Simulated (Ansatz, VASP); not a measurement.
# Zn in VASP and in Ansatz

```
Zn
1.0
     2.48850    0.00000    0.00000
     0.00000    2.48850    0.00000
     0.00000    0.00000    2.48850
Zn
1
Direct
  0.00000 0.00000 0.00000
```

Alike in both runs: task single point; functional LDA; k mesh 14 × 14 × 14; occupations fermi-dirac, width 0.1 eV; no spin polarisation.

```csv
,VASP,Ansatz
version,VASP 6.6.1,Ansatz 0.2.0
potentials or method,"VASP PAW LDA potentials, release 64 (Zn), cutoff 520 eV","plane waves (420 eV) with PAW, scalar-relativistic"
valence electrons in the cell,12,12
```

|  | VASP | Ansatz | Ansatz less VASP |
| --- | --- | --- | --- |
| pressure (GPa) | 4.1 | 3.4 | -0.66 |

Ansatz warns that its potentials were made for another functional, while VASP's fit it. LDA's correlation is that of Perdew and Zunger in VASP and of Perdew and Wang (1992) in Ansatz.
